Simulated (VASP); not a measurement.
A run of VASP 6.6.1 is set up as follows.

The input INCAR:

```
SYSTEM = Ti
PREC     = Accurate       ! precision mode
ENCUT    = 520            ! plane-wave cutoff, eV
EDIFF    = 1E-6           ! SCF threshold, eV
ISMEAR   = -1             ! smearing method
SIGMA    = 0.05           ! smearing width, eV
LREAL    = .False.        ! projectors in reciprocal space
LASPH    = .True.         ! aspherical terms in the spheres
NELM     = 80             ! most SCF steps
ALGO     = Normal         ! electronic algorithm
ISIF     = 2              ! what is computed and relaxed
LWAVE    = .False.        ! write WAVECAR
LCHARG   = .True.         ! write CHGCAR
GGA      = PE             ! functional
LELF     = .True.         ! ELF
LVHAR    = .True.       
NBANDS   = 12             ! bands
```

KPOINTS

```
regular mesh
0
Gamma
  15 15 15
  0 0 0
```

POSCAR

```
Ti
1.0
    0.0000000000      2.0698140295      2.0698140295
    2.0698140295      0.0000000000      2.0698140295
    2.0698140295      2.0698140295      0.0000000000
Ti
1
Direct
    0.0000000000      0.0000000000      0.0000000000
```

Potentials or basis: VASP PAW PBE potentials, release 64 (Ti_sv).

The run is started by

```bash
$ cat potpaw_PBE.64/Ti_sv/POTCAR > POTCAR
$ mpirun -np 1 vasp_std > vasp.out
```

(1) What does it give for the pressure?

(2) What does it give for the band gap on the k mesh?

Answers

(1) -2.3 GPa.

(2) zero (band 6 reaches 8.86 eV, above the bottom of band 7 at 7.74 eV).
